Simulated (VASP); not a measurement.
# AlAs (I-4m2) in VASP: further runs

AlAs is run at these levels: PBEsol; tasks: electric field gradients.

All numbers are computed with VASP 6.6.1; they aren't measurements. Logs are shortened: lines on timing, memory, paths and dates and some standing lists are left out, and cuts for length are marked.

### 1 The cell of the first run

It takes space group I-4m2 (No. 119, tetragonal). The conventional cell has a = 3.963 Å, b = 3.963 Å, c = 5.661 Å, α = 90.00°, β = 90.00°, γ = 90.00°. Within 3.2 Å of Al (site symmetry -4m2) lie 4 As at 2.43 Å. Within 3.2 Å of As (site symmetry -4m2) lie 4 Al at 2.43 Å.

### 2 Electric field gradients, PBEsol (equal xx and yy strain of -1 %)

Contents of INCAR:

```
ALGO = Normal
EDIFF = 1E-8
ENCUT = 400
GGA = PS
GGA_COMPAT = F
ISIF = 2
ISMEAR = -1
LASPH = T
LCHARG = F
LEFG = T
LREAL = F
LWAVE = F
NBANDS = 11
NELM = 120
PREC = Accurate
SIGMA = 0.05
```

Contents of KPOINTS:

```
k-points
0
Gamma
  11 11 11
```

Contents of POSCAR:

```
AlAs
1.0
    0.0000000000      2.8020960000      2.8304000000
    2.8020960000      0.0000000000      2.8304000000
    2.8020960000      2.8020960000      0.0000000000
Al As
1 1
Direct
    0.0000000000      0.0000000000      0.0000000000
    0.7500000000      0.7500000000      0.7500000000
```

Potentials or basis: VASP PAW PBE potentials, release 64 (Al, As).

Launch:

```sh
> cat potpaw_PBE.64/Al/POTCAR potpaw_PBE.64/As/POTCAR > POTCAR
> mpirun -np 1 vasp_std > vasp.out
```

OUTCAR:

```text
EDIFF = 1E-8
   ENCUT = 400
   GGA = PS
   ISIF = 2
   ISMEAR = -1
   LASPH = T
   LREAL = F
   NELM = 120
   PREC = Accurate

 ion  position               nearest neighbor table
   1  0.000  0.000  0.000-   2 2.43   2 2.43   2 2.43   2 2.43
   2  0.750  0.750  0.750-   1 2.43   1 2.43   1 2.43   1 2.43

  LATTYP: Found a body centered tetragonal cell.
 ALAT       =     3.9627621663
 C/A-ratio  =     1.4284985479

  Lattice vectors:

 A1 = (  -2.8020960000,   0.0000000000,   2.8304000000)
 A2 = (   2.8020960000,   0.0000000000,   2.8304000000)
 A3 = (   0.0000000000,   2.8020960000,  -2.8304000000)

Analysis of symmetry for initial positions (statically):
=====================================================================
 Subroutine PRICEL returns:
 Original cell was already a primitive cell.

 Routine SETGRP: Setting up the symmetry group for a
 body centered tetragonal supercell.

 Subroutine GETGRP returns: Found  8 space group operations
 (whereof  8 operations were pure point group operations)
 out of a pool of 16 trial point group operations.

The static configuration has the point symmetry D_2d.

Analysis of symmetry for dynamics (positions and initial velocities):
=====================================================================
 Subroutine PRICEL returns:
 Original cell was already a primitive cell.

 Routine SETGRP: Setting up the symmetry group for a
 body centered tetragonal supercell.

 Subroutine GETGRP returns: Found  8 space group operations
 (whereof  8 operations were pure point group operations)
 out of a pool of 16 trial point group operations.

The dynamic configuration has the point symmetry D_2d.

 Subroutine INISYM returns: Found  8 space group operations
 (whereof  8 operations are pure point group operations),
 and found     1 'primitive' translations

----------------------------------------------------------------------------------------

                                     Primitive cell

  volume of cell :      44.4471

  direct lattice vectors                    reciprocal lattice vectors
     0.000000000  2.802096000  2.830400000    -0.178437855  0.178437855  0.176653477
     2.802096000  0.000000000  2.830400000     0.178437855 -0.178437855  0.176653477
     2.802096000  2.802096000  0.000000000     0.178437855  0.178437855 -0.176653477

  length of vectors
     3.982826403  3.982826403  3.962762166     0.308036665  0.308036665  0.308036665

  position of ions in fractional coordinates (direct lattice)
     0.000000000  0.000000000  0.000000000
     0.750000000  0.750000000  0.750000000

  ion indices of the primitive-cell ions
   primitive index   ion index
                 1           1
                 2           2

----------------------------------------------------------------------------------------

 KPOINTS: k-points

Automatic generation of k-mesh.
 Grid dimensions read from file:
 generate k-points for:   11   11   11

 Generating k-lattice:

  Cartesian coordinates                     Fractional coordinates (reciprocal lattice)
    -0.016221623  0.016221623  0.016059407     0.090909091  0.000000000  0.000000000
     0.016221623 -0.016221623  0.016059407     0.000000000  0.090909091  0.000000000
     0.016221623  0.016221623 -0.016059407     0.000000000  0.000000000  0.090909091

  Length of vectors
     0.028003333  0.028003333  0.028003333

  Shift w.r.t. Gamma in fractional coordinates (k-lattice)
     0.000000000  0.000000000  0.000000000

 Subroutine IBZKPT returns following result:
 ===========================================

 Found    126 irreducible k-points:

 Following reciprocal coordinates:
            Coordinates               Weight
  0.000000  0.000000  0.000000      1.000000
  0.090909  0.000000  0.000000      8.000000
  0.181818  0.000000  0.000000      8.000000
  0.272727  0.000000  0.000000      8.000000
  0.363636 -0.000000  0.000000      8.000000
  0.454545  0.000000  0.000000      8.000000
[... 16 lines left out ...]
 -0.272727  0.181818  0.000000      8.000000
 -0.181818  0.181818  0.000000      4.000000
 [... further k-points ...]
   k-points           NKPTS =    126   k-points in BZ     NKDIM =    126   number of bands    NBANDS=     11
   number of dos      NEDOS =    301   number of ions     NIONS =      2
   total plane-waves  NPLWV =  21952
   dimension x,y,z NGX =    28 NGY =   28 NGZ =   28
   dimension x,y,z NGXF=    56 NGYF=   56 NGZF=   56
   ions per type =               1   1
   NGX,Y,Z   is equivalent  to a cutoff of  11.69, 11.69, 11.75 a.u.
   NGXF,Y,Z  is equivalent  to a cutoff of  23.37, 23.37, 23.49 a.u.
 SYSTEM =  unknown system
   PREC   = accura    normal or accurate (medium, high low for compatibility)
   ISTART =      0    job   : 0-new  1-cont  2-samecut
   ICHARG =      2    charge: 1-file 2-atom 10-const
   ISPIN  =      1    spin polarized calculation?
   LNONCOLLINEAR =      F non collinear calculations
   LSORBIT =      F    spin-orbit coupling
   LASPH  =      T    aspherical Exc in radial PAW
   ENCUT  =  400.0 eV  29.40 Ry    5.42 a.u.   6.49  6.49  6.46*2*pi/ulx,y,z
   NELM   =    120;   NELMIN=  2; NELMDL= -5     # of ELM steps
   EDIFF  = 0.1E-07   stopping-criterion for ELM
   LREAL  =      F    real-space projection
   EDIFFG = 0.1E-06   stopping-criterion for IOM
   NSW    =      0    number of steps for IOM
   IBRION =     -1    ionic relax: 0-MD 1-quasi-New 2-CG
   NFREE  =      0    steps in history (QN), initial steepest desc. (CG)
   ISIF   =      2    stress and relaxation
   ISYM   =      2    0-nonsym 1-usesym 2-fastsym
   POTIM  = 0.5000    time-step for ionic-motion
   TEBEG  =    0.0;   TEEND  =   0.0 temperature during run
   PSTRESS=    0.0 pullay stress
   NELECT =       8.0000    total number of electrons
   NUPDOWN=      -1.0000    fix difference up-down
   EMIN   =  10.00;   EMAX   =-10.00  energy-range for DOS
   EFERMI =   0.00;   METHOD = LEGACY
   ISMEAR =    -1;   SIGMA  =   0.05  broadening in eV -4-tet -1-fermi 0-gaus
   EFERMI_NEDOS =   21; number of points for ismear=-14 and -15
   IALGO  =     38    algorithm
   IMIX   =      4    mixing-type and parameters
     AMIX     =   0.40;   BMIX     =  1.00
     AMIX_MAG =   1.60;   BMIX_MAG =  1.00
  volume/ion in A,a.u.               =      22.22       149.97
  Fermi-wavevector in a.u.,A,eV,Ry     =   0.924323  1.746716 11.624439  0.854372
  Thomas-Fermi vector in A             =   2.050056
   LORBIT       =      0    0 simple, 1 ext, 2 COOP (PROOUT), +10 PAW based schemes
   GGA     = PS    functional components
   LHFCALC =     F    Hartree Fock is set to
   AEXX    =    0.0000 exact exchange contribution
   IVDW    =     0    specifies the selected vdW correction
   LEPSILON=     F    determine dielectric tensor
   LRPA    =     F    only Hartree local field effects (RPA)
 non-spin polarized calculation
  energy-cutoff  :      400.00
  volume of cell :       44.45
 maximum number of plane-waves:       837
 NGX is ok and might be reduce to    28
   NGX = 13   NGY = 13   NGZ = 13

 number of electron       7.9999999 magnetization

 Free energy of the ion-electron system (eV)
  ---------------------------------------------------
  ext. energy  EPLUGINS =         0.00000000
  ---------------------------------------------------
  free energy    TOTEN  =       -10.05503147 eV

  energy without entropy =      -10.05503144  energy(sigma->0) =      -10.05503146

 E-fermi :   4.6474     XC(G=0):  -9.2736

 val. band max:        3.9903928694   @ k =   0.0000   0.0000   0.0000
 cond. band min:       5.2904553218   @ k =   0.4545   0.0000   0.4545
 fundamental gap:      1.3000624524
 Fermi energy:         4.6474230452

 k-point     1 :       0.0000    0.0000    0.0000
  band No.  band energies     occupation
      1      -8.0280      2.00000
      2       3.9401      2.00000
      3       3.9904      2.00000
      4       3.9904      2.00000
      5       6.1111      0.00000
      6       8.2673      0.00000
      7       8.2673      0.00000
      8       8.2818      0.00000
      9      12.7967      0.00000
     10      12.9097      0.00000
     11      13.0996      0.00000

 k-point     2 :       0.0909    0.0000    0.0000
  band No.  band energies     occupation
      1      -7.9441      2.00000
      2       3.0689      2.00000
      3       3.8622      2.00000
      4       3.9008      2.00000
      5       6.6841      0.00000
      6       8.4135      0.00000
      7       8.4332      0.00000
      8       8.4563      0.00000
      9      12.4976      0.00000
     10      12.6595      0.00000
     11      13.2430      0.00000

 k-point     3 :       0.1818    0.0000    0.0000
  band No.  band energies     occupation
      1      -7.7010      2.00000
      2       1.5976      2.00000
      3       3.6388      2.00000
      4       3.6904      2.00000
      5       6.8189      0.00000
      6       8.7584      0.00000
      7       8.7700      0.00000
      8       9.4294      0.00000
      9      12.0911      0.00000
     10      12.1933      0.00000
     11      13.6016      0.00000

 k-point     4 :       0.2727    0.0000    0.0000
  band No.  band energies     occupation
      1      -7.3309      2.00000
      2       0.1942      2.00000
      3       3.3957      2.00000
      4       3.4613      2.00000
      5       6.5415      0.00000
      6       8.8668      0.00000
      7       8.9174      0.00000
      8      10.8045      0.00000
      9      12.3941      0.00000
     10      12.4157      0.00000
     11      13.1989      0.00000
[... 239 lines left out ...]
 k-point    22 :      -0.3636    0.1818    0.0000
  band No.  band energies     occupation
      1      -6.4700      2.00000
      2      -1.2506      2.00000
      3       1.3637      2.00000
      4       2.9632      2.00000
      5       7.1846      0.00000
      6       8.8761      0.00000
      7       9.6359      0.00000
      8      11.8286      0.00000
      9      12.8491      0.00000
     10      13.6298      0.00000
     11      15.4402      0.00000

 k-point    23 :      -0.2727    0.1818    0.0000
  band No.  band energies     occupation
      1      -6.8113      2.00000
      2      -0.5410      2.00000
      3       1.4839      2.00000
      4       3.2751      2.00000
      5       7.5289      0.00000
      6       9.0004      0.00000
      7       9.4611      0.00000
      8      10.5468      0.00000
      9      11.6439      0.00000
     10      14.4703      0.00000
     11      16.0370      0.00000

 k-point    24 :      -0.1818    0.1818    0.0000
  band No.  band energies     occupation
      1      -7.2013      2.00000
      2       0.3267      2.00000
      3       1.9665      2.00000
      4       3.5828      2.00000
      5       7.7707      0.00000
      6       8.8177      0.00000
      7       9.1185      0.00000
      8       9.8682      0.00000
      9      11.1986      0.00000
     10      14.0149      0.00000
     11      15.6343      0.00000

 [... further k-points ...]

------------------------ aborting loop because EDIFF is reached ----------------------------------------

  FORCE on cell =-STRESS in cart. coord.  units (eV):
  Direction    XX          YY          ZZ          XY          YZ          ZX
  --------------------------------------------------------------------------------------
  -------------------------------------------------------------------------------------
  Total        0.7118376      0.7118376      0.5630478      0.0000000      0.0000000      0.0000000
  in kB       25.6594683     25.6594683     20.2960747      0.0000000      0.0000000      0.0000000
  external PRESSURE =      23.8716704 kB  Pullay stress =       0.0000000 kB

 VOLUME and BASIS-vectors are now :
 -----------------------------------------------------------------------------
  energy-cutoff  :      400.00
  volume of cell :       44.45
      direct lattice vectors                 reciprocal lattice vectors
     0.000000000  2.802096000  2.830400000    -0.178437855  0.178437855  0.176653477
     2.802096000  0.000000000  2.830400000     0.178437855 -0.178437855  0.176653477
     2.802096000  2.802096000  0.000000000     0.178437855  0.178437855 -0.176653477

 POSITION                                       TOTAL-FORCE (eV/Angst)
 -----------------------------------------------------------------------------------
      0.00000      0.00000      0.00000         0.000000     -0.000000     -0.000000
      4.20314      4.20314      4.24560        -0.000000      0.000000      0.000000
 -----------------------------------------------------------------------------------
    total drift:                               -0.000000     -0.000000     -0.000000

  FREE ENERGIE OF THE ION-ELECTRON SYSTEM (eV)
  ---------------------------------------------------
  free  energy   TOTEN  =       -10.0550314714 eV

  energy  without entropy=      -10.0550314427  energy(sigma->0) =      -10.05503146

 Electric field gradients (V/A^2)
---------------------------------------------------------------------
 ion       V_xx      V_yy      V_zz      V_xy      V_xz      V_yz
---------------------------------------------------------------------
   1       0.367     0.367    -0.734    -0.000    -0.000    -0.000
   2      -1.268    -1.268     2.536    -0.000    -0.000    -0.000
---------------------------------------------------------------------

 Electric field gradients after diagonalization (V/A^2)
 (convention: |V_zz| > |V_xx| > |V_yy|)
----------------------------------------------------------------------
 ion       V_xx      V_yy      V_zz     asymmetry (V_yy - V_xx)/ V_zz
----------------------------------------------------------------------
   1       0.367     0.367    -0.734       0.000
   2      -1.268    -1.268     2.536       0.000
----------------------------------------------------------------------

           NMR quadrupolar parameters

 Cq : quadrupolar parameter    Cq=e*Q*V_zz/h
 eta: asymmetry parameters     (V_yy - V_xx)/ V_zz
 Q  : nuclear electric quadrupole moment in mb (millibarn)
----------------------------------------------------------------------
 ion       Cq(MHz)       eta       Q (mb)
----------------------------------------------------------------------
   1      -0.002       0.000       1.000
   2       0.006       0.000       1.000
----------------------------------------------------------------------
```

Run time: 82 s. Hardware: 1 thread of Intel Xeon 8259CL, shared host; peak memory 0.18 GiB.

Results:

```yaml
Free_energy: -10.0550 eV
Pressure: 2.4 GPa
Band_gap_on_the_k_mesh: 1.30 eV (least direct gap 2.12 eV)
Largest_electric_field_gradient_by_atom: Al -0.7; As +2.5 V/Å²
```

Stress tensor (GPa, compression positive):
```
2.57 0.00 0.00
0.00 2.57 0.00
0.00 0.00 2.03
```

Levels at points of the mesh, in eV from the valence-band top:
```csv
k point,band 2,band 3,band 4,band 5,band 6,band 7
"(0.00, 0.00, 0.00)",-0.05,0.00,0.00,2.12,4.28,4.28
```

Electric field gradients, principal values (V/Å²):
```tsv
atom	least	middle	greatest (by size)
1 Al	0.367	0.367	-0.734
2 As	-1.268	-1.268	2.536
```

Caveat: the cell differs from its parent crystal (equal xx and yy strain of -1 %); without QUAD_EFG the Cq values of the log hold for a quadrupole moment of 1 mb, not for the nuclei; the PAW data sets were made with another functional, which shifts forces and pressure a little; an odd mesh through Γ misses points on the zone boundary, where band edges can lie.

### 3 Electric field gradients, PBEsol (equal xx and yy strain of +1 %)

Contents of INCAR:

```
SYSTEM = AlAs
  PREC = Accurate
  ENCUT = 400
  EDIFF = 1E-8
  ISMEAR = -1
  SIGMA = 0.05
  LREAL = .False.
  LASPH = .True.
  NELM = 120
  ALGO = Normal
  ISIF = 2
  LWAVE = .False.
  LCHARG = .False.
  GGA = PS
  LEFG = .True.
  NBANDS = 11
  GGA_COMPAT = .False.
```

Contents of KPOINTS:

```
regular mesh
0
Gamma
  11 11 11
  0 0 0
```

Contents of POSCAR:

```
AlAs
1.0
    0.0000000000      2.8587040000      2.8304000000
    2.8587040000      0.0000000000      2.8304000000
    2.8587040000      2.8587040000      0.0000000000
Al As
1 1
Direct
    0.0000000000      0.0000000000      0.0000000000
    0.7500000000      0.7500000000      0.7500000000
```

Potentials or basis: VASP PAW PBE potentials, release 64 (Al, As).

Launch:

```sh
> cat potpaw_PBE.64/Al/POTCAR potpaw_PBE.64/As/POTCAR > POTCAR
> mpirun -np 1 vasp_std > vasp.out
```

OUTCAR:

```text
SYSTEM = AlAs
   PREC = Accurate
   ENCUT = 400
   EDIFF = 1E-8
   ISMEAR = -1
   LREAL = .False.
   LASPH = .True.
   NELM = 120
   ISIF = 2
   GGA = PS

 ion  position               nearest neighbor table
   1  0.000  0.000  0.000-   2 2.47   2 2.47   2 2.47   2 2.47
   2  0.750  0.750  0.750-   1 2.47   1 2.47   1 2.47   1 2.47

  LATTYP: Found a body centered tetragonal cell.
 ALAT       =     4.0428179676
 C/A-ratio  =     1.4002114479

  Lattice vectors:

 A1 = (   0.0000000000,  -2.8587040000,  -2.8304000000)
[... 549 lines left out ...]
  free  energy   TOTEN  =       -10.0645922558 eV

  energy  without entropy=      -10.0645922399  energy(sigma->0) =      -10.06459225

 Electric field gradients (V/A^2)
---------------------------------------------------------------------
 ion       V_xx      V_yy      V_zz      V_xy      V_xz      V_yz
---------------------------------------------------------------------
   1      -0.360    -0.360     0.720    -0.000    -0.000    -0.000
   2       1.198     1.198    -2.396    -0.000    -0.000    -0.000
---------------------------------------------------------------------

 Electric field gradients after diagonalization (V/A^2)
 (convention: |V_zz| > |V_xx| > |V_yy|)
----------------------------------------------------------------------
 ion       V_xx      V_yy      V_zz     asymmetry (V_yy - V_xx)/ V_zz
----------------------------------------------------------------------
   1      -0.360    -0.360     0.720       0.000
   2       1.198     1.198    -2.396       0.000
----------------------------------------------------------------------

           NMR quadrupolar parameters

 Cq : quadrupolar parameter    Cq=e*Q*V_zz/h
 eta: asymmetry parameters     (V_yy - V_xx)/ V_zz
 Q  : nuclear electric quadrupole moment in mb (millibarn)
----------------------------------------------------------------------
 ion       Cq(MHz)       eta       Q (mb)
----------------------------------------------------------------------
   1       0.002       0.000       1.000
   2      -0.006       0.000       1.000
----------------------------------------------------------------------
```

Wall time 84 s (1 thread of Intel Xeon 8259CL, shared host); peak memory 0.19 GiB.

Results:

- Free energy: -10.0646 eV
- Pressure: -0.6 GPa
- Band gap on the k mesh: 1.34 eV (least direct gap 1.79 eV)
- Largest electric field gradient by atom: Al +0.7; As -2.4 V/Å²

Levels at points of the mesh, in eV from the valence-band top:
| k point | band 1 | band 2 | band 3 | band 4 | band 5 | band 6 | band 7 | band 8 | band 9 |
| --- | --- | --- | --- | --- | --- | --- | --- | --- | --- |
| (0.00, 0.00, 0.00) | -11.81 | -0.05 | -0.05 | 0.00 | 1.79 | 4.19 | 4.20 | 4.20 | 8.57 |

Electric field gradients, principal values (V/Å²):
| atom | least | middle | greatest (by size) |
| --- | --- | --- | --- |
| 1 Al | -0.360 | -0.360 | 0.720 |
| 2 As | 1.198 | 1.198 | -2.396 |

Caveat: the cell differs from its parent crystal (equal xx and yy strain of +1 %); without QUAD_EFG the Cq values of the log hold for a quadrupole moment of 1 mb, not for the nuclei; the PAW data sets were made with another functional, which shifts forces and pressure a little; an odd mesh through Γ misses points on the zone boundary, where band edges can lie.

(Continued in part 2 of 2.)
